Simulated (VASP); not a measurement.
# TiAl (k06) (Pm-3m) in VASP: single point with PBEsol

Aim: the single point of TiAl (k06) with PBEsol.

Program: VASP 6.6.1. These are calculated values, not measurements. Logs are shortened: lines on timing, memory, paths and dates and some standing lists are left out, and cuts for length are marked.

## (1) The cell of the first run

It takes space group Pm-3m (No. 221, cubic). The conventional cell has a = 3.156 Å, b = 3.156 Å, c = 3.156 Å, α = 90.00°, β = 90.00°, γ = 90.00°. Within 3.6 Å of Ti (site symmetry m-3m) lie 8 Al at 2.73 Å and 6 Ti at 3.16 Å. Within 3.6 Å of Al (site symmetry m-3m) lie 8 Ti at 2.73 Å and 6 Al at 3.16 Å.

## (2) Single point, PBEsol

Input file INCAR:

```
ALGO = Fast
EDIFF = 1E-6
ENCUT = 520
GGA = PS
ISIF = 2
ISMEAR = 0
LASPH = T
LCHARG = T
LELF = T
LREAL = F
LVHAR = T
LWAVE = F
NBANDS = 14
NELM = 80
PREC = Accurate
SIGMA = 0.1
```

Input file KPOINTS:

```
k-points
0
Gamma
  20 20 20
```

Input file POSCAR:

```
TiAl
1.0
    3.1557967818      0.0000000000      0.0000000000
    0.0000000000      3.1557967818      0.0000000000
    0.0000000000      0.0000000000      3.1557967818
Ti Al
1 1
Direct
    0.0000000000      0.0000000000      0.0000000000
    0.5000000000      0.5000000000      0.5000000000
```

Potentials or basis: VASP PAW PBE potentials, release 64 (Ti_sv, Al).

On the command line:

```sh
> cat potpaw_PBE.64/Ti_sv/POTCAR potpaw_PBE.64/Al/POTCAR > POTCAR
> mpirun -np 1 vasp_std > vasp.out
```

OUTCAR:

```text
EDIFF = 1E-6
   ENCUT = 520
   GGA = PS
   ISIF = 2
   ISMEAR = 0
   LASPH = T
   LREAL = F
   NELM = 80
   PREC = Accurate

 ion  position               nearest neighbor table
   1  0.000  0.000  0.000-   2 2.73   2 2.73   2 2.73   2 2.73   2 2.73   2 2.73   2 2.73   2 2.73

   2  0.500  0.500  0.500-   1 2.73   1 2.73   1 2.73   1 2.73   1 2.73   1 2.73   1 2.73   1 2.73

  LATTYP: Found a simple cubic cell.
 ALAT       =     3.1557967818

  Lattice vectors:

 A1 = (   3.1557967818,   0.0000000000,   0.0000000000)
 A2 = (   0.0000000000,   3.1557967818,   0.0000000000)
 A3 = (   0.0000000000,   0.0000000000,   3.1557967818)

Analysis of symmetry for initial positions (statically):
=====================================================================
 Subroutine PRICEL returns:
 Original cell was already a primitive cell.

 Routine SETGRP: Setting up the symmetry group for a
 simple cubic supercell.

 Subroutine GETGRP returns: Found 48 space group operations
 (whereof 48 operations were pure point group operations)
 out of a pool of 48 trial point group operations.

The static configuration has the point symmetry O_h .

Analysis of symmetry for dynamics (positions and initial velocities):
=====================================================================
 Subroutine PRICEL returns:
 Original cell was already a primitive cell.

 Routine SETGRP: Setting up the symmetry group for a
 simple cubic supercell.

 Subroutine GETGRP returns: Found 48 space group operations
 (whereof 48 operations were pure point group operations)
 out of a pool of 48 trial point group operations.

The dynamic configuration has the point symmetry O_h .

 Subroutine INISYM returns: Found 48 space group operations
 (whereof 48 operations are pure point group operations),
 and found     1 'primitive' translations

----------------------------------------------------------------------------------------

                                     Primitive cell

  volume of cell :      31.4287

  direct lattice vectors                    reciprocal lattice vectors
     3.155796782  0.000000000  0.000000000     0.316877185  0.000000000  0.000000000
     0.000000000  3.155796782  0.000000000     0.000000000  0.316877185  0.000000000
     0.000000000  0.000000000  3.155796782     0.000000000  0.000000000  0.316877185

  length of vectors
     3.155796782  3.155796782  3.155796782     0.316877185  0.316877185  0.316877185

  position of ions in fractional coordinates (direct lattice)
     0.000000000  0.000000000  0.000000000
     0.500000000  0.500000000  0.500000000

  ion indices of the primitive-cell ions
   primitive index   ion index
                 1           1
                 2           2

----------------------------------------------------------------------------------------

 KPOINTS: k-points

Automatic generation of k-mesh.
 Grid dimensions read from file:
 generate k-points for:   20   20   20

 Generating k-lattice:

  Cartesian coordinates                     Fractional coordinates (reciprocal lattice)
     0.015843859  0.000000000  0.000000000     0.050000000  0.000000000  0.000000000
     0.000000000  0.015843859  0.000000000     0.000000000  0.050000000  0.000000000
     0.000000000  0.000000000  0.015843859     0.000000000  0.000000000  0.050000000

  Length of vectors
     0.015843859  0.015843859  0.015843859

  Shift w.r.t. Gamma in fractional coordinates (k-lattice)
     0.000000000  0.000000000  0.000000000

 Subroutine IBZKPT returns following result:
 ===========================================

 Found    286 irreducible k-points:

 Following reciprocal coordinates:
            Coordinates               Weight
  0.000000  0.000000  0.000000      1.000000
  0.050000  0.000000  0.000000      6.000000
  0.100000  0.000000  0.000000      6.000000
  0.150000  0.000000  0.000000      6.000000
  0.200000  0.000000  0.000000      6.000000
  0.250000  0.000000  0.000000      6.000000
[... 16 lines left out ...]
  0.150000  0.100000  0.000000     24.000000
  0.200000  0.100000  0.000000     24.000000
 [... further k-points ...]
   k-points           NKPTS =    286   k-points in BZ     NKDIM =    286   number of bands    NBANDS=     14
   number of dos      NEDOS =    301   number of ions     NIONS =      2
   total plane-waves  NPLWV =  13824
   dimension x,y,z NGX =    24 NGY =   24 NGZ =   24
   dimension x,y,z NGXF=    48 NGYF=   48 NGZF=   48
   ions per type =               1   1
   NGX,Y,Z   is equivalent  to a cutoff of  12.64, 12.64, 12.64 a.u.
   NGXF,Y,Z  is equivalent  to a cutoff of  25.29, 25.29, 25.29 a.u.
 SYSTEM =  unknown system
   PREC   = accura    normal or accurate (medium, high low for compatibility)
   ISTART =      0    job   : 0-new  1-cont  2-samecut
   ICHARG =      2    charge: 1-file 2-atom 10-const
   ISPIN  =      1    spin polarized calculation?
   LNONCOLLINEAR =      F non collinear calculations
   LSORBIT =      F    spin-orbit coupling
   LASPH  =      T    aspherical Exc in radial PAW
   ENCUT  =  520.0 eV  38.22 Ry    6.18 a.u.   5.87  5.87  5.87*2*pi/ulx,y,z
   NELM   =     80;   NELMIN=  2; NELMDL= -5     # of ELM steps
   EDIFF  = 0.1E-05   stopping-criterion for ELM
   LREAL  =      F    real-space projection
   EDIFFG = 0.1E-04   stopping-criterion for IOM
   NSW    =      0    number of steps for IOM
   IBRION =     -1    ionic relax: 0-MD 1-quasi-New 2-CG
   NFREE  =      0    steps in history (QN), initial steepest desc. (CG)
   ISIF   =      2    stress and relaxation
   ISYM   =      2    0-nonsym 1-usesym 2-fastsym
   POTIM  = 0.5000    time-step for ionic-motion
   TEBEG  =    0.0;   TEEND  =   0.0 temperature during run
   PSTRESS=    0.0 pullay stress
   NELECT =      15.0000    total number of electrons
   NUPDOWN=      -1.0000    fix difference up-down
   EMIN   =  10.00;   EMAX   =-10.00  energy-range for DOS
   EFERMI =   0.00;   METHOD = LEGACY
   ISMEAR =     0;   SIGMA  =   0.10  broadening in eV -4-tet -1-fermi 0-gaus
   EFERMI_NEDOS =   21; number of points for ismear=-14 and -15
   IALGO  =     68    algorithm
   IMIX   =      4    mixing-type and parameters
     AMIX     =   0.40;   BMIX     =  1.00
     AMIX_MAG =   1.60;   BMIX_MAG =  1.00
  volume/ion in A,a.u.               =      15.71       106.05
  Fermi-wavevector in a.u.,A,eV,Ry     =   1.279370  2.417659 22.269853  1.636788
  Thomas-Fermi vector in A             =   2.411860
   LORBIT       =      0    0 simple, 1 ext, 2 COOP (PROOUT), +10 PAW based schemes
   GGA     = PS    functional components
   LHFCALC =     F    Hartree Fock is set to
   AEXX    =    0.0000 exact exchange contribution
   IVDW    =     0    specifies the selected vdW correction
   LEPSILON=     F    determine dielectric tensor
   LRPA    =     F    only Hartree local field effects (RPA)
 non-spin polarized calculation
 RMM-DIIS sequential band-by-band and
 Gauss-broadening in eV      SIGMA  =   0.10
  energy-cutoff  :      520.00
  volume of cell :       31.43
 maximum number of plane-waves:       876
 NGX is ok and might be reduce to    24
   NGX = 11   NGY = 11   NGZ = 11

 number of electron      14.9999993 magnetization

 Free energy of the ion-electron system (eV)
  ---------------------------------------------------
  ext. energy  EPLUGINS =         0.00000000
  ---------------------------------------------------
  free energy    TOTEN  =       -12.97320439 eV

  energy without entropy =      -12.96036444  energy(sigma->0) =      -12.96678442

 E-fermi :   8.9098     XC(G=0): -11.2857

 val. band max:        8.9007202137   @ k =   0.3000   0.3000   0.0500
 cond. band min:       8.9114407498   @ k =   0.3500   0.3000   0.2000
 fundamental gap:      0.0107205361
 Fermi energy:         8.9098253256

 k-point     1 :       0.0000    0.0000    0.0000
  band No.  band energies     occupation
      1     -47.7103      2.00000
      2     -24.0103      2.00000
      3     -24.0103      2.00000
      4     -24.0103      2.00000
      5      -0.4450      2.00000
      6       7.4220      2.00000
      7       7.4220      2.00000
      8      10.7481      0.00000
      9      10.7481      0.00000
     10      10.7481      0.00000
     11      13.4343      0.00000
     12      13.4343      0.00000
     13      13.4343      0.00000
     14      17.8809      0.00000

 k-point     2 :       0.0500    0.0000    0.0000
  band No.  band energies     occupation
      1     -47.7099      2.00000
      2     -24.0149      2.00000
      3     -24.0098      2.00000
      4     -24.0098      2.00000
      5      -0.4042      2.00000
      6       7.4037      2.00000
      7       7.4406      2.00000
      8      10.6733      0.00000
      9      10.6733      0.00000
     10      10.7531      0.00000
     11      13.2519      0.00000
     12      13.5384      0.00000
     13      13.5384      0.00000
     14      17.8319      0.00000

 k-point     3 :       0.1000    0.0000    0.0000
  band No.  band energies     occupation
      1     -47.7087      2.00000
      2     -24.0285      2.00000
      3     -24.0087      2.00000
      4     -24.0087      2.00000
      5      -0.2824      2.00000
      6       7.3370      2.00000
      7       7.4953      2.00000
      8      10.4798      0.00000
      9      10.4798      0.00000
     10      10.7678      0.00000
     11      12.8209      0.00000
     12      13.8202      0.00000
     13      13.8202      0.00000
     14      17.6571      0.00000

 k-point     4 :       0.1500    0.0000    0.0000
  band No.  band energies     occupation
      1     -47.7068      2.00000
      2     -24.0496      2.00000
      3     -24.0068      2.00000
      4     -24.0068      2.00000
      5      -0.0815      2.00000
      6       7.1890      2.00000
      7       7.5831      2.00000
      8      10.2260      0.00000
      9      10.2260      0.00000
     10      10.7907      0.00000
     11      12.3446      0.00000
     12      14.2232      0.00000
     13      14.2232      0.00000
     14      17.3961      0.00000

 k-point     5 :       0.2000    0.0000    0.0000
  band No.  band energies     occupation
      1     -47.7045      2.00000
      2     -24.0760      2.00000
      3     -24.0045      2.00000
      4     -24.0045      2.00000
      5       0.1959      2.00000
      6       6.9191      2.00000
      7       7.6987      2.00000
      8       9.9576      0.00000
      9       9.9576      0.00000
     10      10.8199      0.00000
     11      11.9685      0.00000
[... 276 lines left out ...]
 k-point    22 :       0.1000    0.1000    0.0000
  band No.  band energies     occupation
      1     -47.7071      2.00000
      2     -24.0279      2.00000
      3     -24.0258      2.00000
      4     -24.0071      2.00000
      5      -0.1220      2.00000
      6       7.3587      2.00000
      7       7.4759      2.00000
      8      10.1807      0.00000
      9      10.3996      0.00000
     10      10.6325      0.00000
     11      13.0429      0.00000
     12      13.3107      0.00000
     13      14.1709      0.00000
     14      17.8273      0.00000

 k-point    23 :       0.1500    0.1000    0.0000
  band No.  band energies     occupation
      1     -47.7052      2.00000
      2     -24.0479      2.00000
      3     -24.0248      2.00000
      4     -24.0052      2.00000
      5       0.0762      2.00000
      6       7.2547      2.00000
      7       7.5335      2.00000
      8       9.9155      0.00000
      9      10.2103      0.00000
     10      10.6150      0.00000
     11      12.6327      0.00000
     12      13.5740      0.00000
     13      14.5471      0.00000
     14      17.6867      0.00000

 k-point    24 :       0.2000    0.1000    0.0000
  band No.  band energies     occupation
      1     -47.7029      2.00000
      2     -24.0741      2.00000
      3     -24.0223      2.00000
      4     -24.0029      2.00000
      5       0.3497      2.00000
      6       7.0026      2.00000
      7       7.6433      2.00000
      8       9.6625      0.00000
      9       9.9700      0.00000
     10      10.6367      0.00000
     11      12.2209      0.00000
     12      13.9734      0.00000
     13      15.0033      0.00000
     14      17.4377      0.00000

 [... further k-points ...]
[... 5 lines left out ...]
  --------------------------------------------------------------------------------------
  -------------------------------------------------------------------------------------
  Total        0.0179453      0.0179453      0.0179453     -0.0000000      0.0000000     -0.0000000
  in kB        0.9148184      0.9148184      0.9148184     -0.0000000      0.0000000     -0.0000000
  external PRESSURE =       0.9148184 kB  Pullay stress =       0.0000000 kB

 VOLUME and BASIS-vectors are now :
 -----------------------------------------------------------------------------
  energy-cutoff  :      520.00
  volume of cell :       31.43
      direct lattice vectors                 reciprocal lattice vectors
     3.155796782  0.000000000  0.000000000     0.316877185  0.000000000  0.000000000
     0.000000000  3.155796782  0.000000000     0.000000000  0.316877185  0.000000000
     0.000000000  0.000000000  3.155796782     0.000000000  0.000000000  0.316877185

 POSITION                                       TOTAL-FORCE (eV/Angst)
 -----------------------------------------------------------------------------------
      0.00000      0.00000      0.00000         0.000000      0.000000      0.000000
      1.57790      1.57790      1.57790         0.000000      0.000000      0.000000
 -----------------------------------------------------------------------------------
    total drift:                               -0.000000      0.000000      0.000000

  FREE ENERGIE OF THE ION-ELECTRON SYSTEM (eV)
  ---------------------------------------------------
  free  energy   TOTEN  =       -12.9732043948 eV

  energy  without entropy=      -12.9603644400  energy(sigma->0) =      -12.96678442
```

Wall time 3.9 min (1 thread of AMD EPYC 7R43 (Zen 3), shared host); peak memory 0.21 GiB.

Results:

| Quantity | Value |
| --- | --- |
| Free energy | -12.9732 eV |
| Pressure | 0.1 GPa |

Caveat: the PAW data sets were made with another functional, which shifts forces and pressure a little.
